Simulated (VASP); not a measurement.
Set up this calculation in VASP 6.6.1, as the native input.

* Task: single point
* Functional: PBE
* Potentials or basis: VASP PAW PBE potentials, release 64 (Al, Ru_pv)
* Cutoff: 520 eV
* k mesh: 14 × 14 × 14
* Occupations: gaussian, width 0.1 eV
* Spin: no spin polarisation
* Dipole correction: no
* Further INCAR settings: ALGO = Normal; EDIFF = 1e-06; NBANDS = 16

The structure of AlRu lies in POSCAR:

```
AlRu
1.0
    3.0338300452      0.0000000000      0.0000000000
    0.0000000000      3.0338300452      0.0000000000
    0.0000000000      0.0000000000      3.0338300452
Al Ru
1 1
Direct
    0.0000000000      0.0000000000      0.0000000000
    0.5000000000      0.5000000000      0.5000000000
```

This cell differs from its parent crystal: volume scaled by 1.03.

These files were run (other wordings do the same):

INCAR

```
PREC = Accurate
ENCUT = 520
EDIFF = 1E-6
ISMEAR = 0
SIGMA = 0.1
LREAL = False
LASPH = True
NELM = 60
ALGO = Normal
ISIF = 2
LWAVE = False
LCHARG = True
GGA = PE
LELF = True
LVHAR = True
NBANDS = 16
```

KPOINTS

```
Automatic mesh
0
Gamma
  14 14 14
```

Potentials or basis: VASP PAW PBE potentials, release 64 (Al, Ru_pv).

Run with:

```console
$ cat potpaw_PBE.64/Al/POTCAR potpaw_PBE.64/Ru_pv/POTCAR > POTCAR
$ mpirun -np 1 vasp_std > vasp.out
```

It gave:

| Quantity | Value |
| --- | --- |
| Pressure | -5.7 GPa |

Wall time 33 s on 1 thread of AMD EPYC 9R45 (Zen 5) (shared host), peak memory 0.14 GiB.
